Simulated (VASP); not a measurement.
LaAl2N3, 6 atoms in the cell. Symmetry: P-3m1, No. 164, trigonal system. Conventional cell: a = 3.159 Å, b = 3.159 Å, c = 7.908 Å, α = 90.00°, β = 90.00°, γ = 120.00°. Within 3.3 Å of La (site symmetry -3m) lie 6 N at 2.50 Å and 6 La at 3.16 Å. Al (site symmetry 3m) has 6 N at 2.12 to 2.17 Å within 2.8 Å. N (site symmetry -3m) has 6 Al at 2.17 Å and 6 N at 2.89 Å within 2.9 Å. Within 2.8 Å of N (site symmetry 3m) lie 3 Al at 2.12 Å and 3 La at 2.50 Å. 

```yaml
Program: VASP 6.6.1
Task: single point
Functional: PBE
Potentials_or_basis: VASP PAW PBE potentials, release 64 (La, Al, N)
Cutoff: 520 eV
k_mesh: 6 × 6 × 2
Occupations: gaussian, width 0.1 eV
Spin: no spin polarisation
Dipole_correction: no
Further_INCAR_settings: ALGO = Normal; EDIFF = 1e-06; NBANDS = 25
```

Potentials or basis: VASP PAW PBE potentials, release 64 (La, Al, N).

Command:

```console
$ cat potpaw_PBE.64/La/POTCAR potpaw_PBE.64/Al/POTCAR potpaw_PBE.64/N/POTCAR > POTCAR
$ mpirun -np 1 vasp_std > vasp.out
```

Hardware: 1 thread of Intel(R) Xeon(R) Platinum 8559C (Emerald Rapids), with other jobs on the host.

Q: Estimate the wall time of this run.

A: It took 17 s on 1 thread of Intel(R) Xeon(R) Platinum 8559C (Emerald Rapids), with other jobs on the host, peak memory 0.19 GiB. Counts: scf iterations 16, k points 14.
